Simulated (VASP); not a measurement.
A run of VASP 6.6.1 is set up as follows.

The input INCAR:

```
SYSTEM = As
PREC     = Accurate       ! precision mode
ENCUT    = 600            ! plane-wave cutoff, eV
EDIFF    = 1E-6           ! SCF threshold, eV
ISMEAR   = -1             ! smearing method
SIGMA    = 0.05           ! smearing width, eV
LREAL    = .FALSE.        ! projectors in reciprocal space
LASPH    = .TRUE.         ! aspherical terms in the spheres
NELM     = 60             ! most SCF steps
ALGO     = Normal         ! electronic algorithm
ISIF     = 3              ! what is computed and relaxed
LWAVE    = .FALSE.        ! write WAVECAR
LCHARG   = .FALSE.        ! write CHGCAR
GGA      = RE             ! functional
IVDW     = 13             ! dispersion correction
IBRION   = 2              ! ionic algorithm
NSW      = 60             ! ionic steps
EDIFFG   = -0.01          ! ionic threshold
```

The input KPOINTS:

```
regular mesh
0
G
  9 9 9
  0 0 0
```

POSCAR

```
As
1.0
    1.8807968987      1.0858785957      3.5140619945
   -1.8807968987      1.0858785957      3.5140619945
    0.0000000000     -2.1717571915      3.5140619945
As
2
Direct
    0.2260000000      0.2260000000      0.2260000000
    0.7740000000      0.7740000000      0.7740000000
```

Potentials or basis: VASP PAW PBE potentials, release 64 (As).

Command:

```console
$ cat potpaw_PBE.64/As/POTCAR > POTCAR
$ mpirun -np 1 vasp_std > vasp.out
```

**Question.** What does it give for the dispersion energy per atom?

**Answer.** -0.846 eV.

**Question.** Estimate the relaxed volume.

**Answer.** 20.28 Å³/atom.

**Question.** Predict the relaxed cell.

**Answer.** a = 3.950 Å, b = 3.950 Å, c = 3.950 Å, α = 56.99°, β = 56.99°, γ = 56.99°.

**Question.** Predict the space group after relaxing (to 0.05 Å).

**Answer.** R-3m (No. 166).

The path:
```tsv
step	energy change (eV)	largest force (eV/Å)	pressure (GPa)	volume (Å³)
1	0.0000	0.5132	-0.71	43.06
2	-0.0215	0.1653	-1.02	42.46
3	-0.0285	0.1155	-1.25	41.92
4	-0.0388	0.0573	1.05	40.42
5	-0.0388	0.0542	1.01	40.45
6	-0.0452	0.0122	0.49	40.32
7	-0.0452	0.0100	0.46	40.31
8	-0.0453	0.0502	-0.36	40.73
9	-0.0455	0.0219	0.01	40.54
10	-0.0456	0.0074	0.01	40.57
```

Caveat: the PAW data sets were made with another functional, which shifts forces and pressure a little.
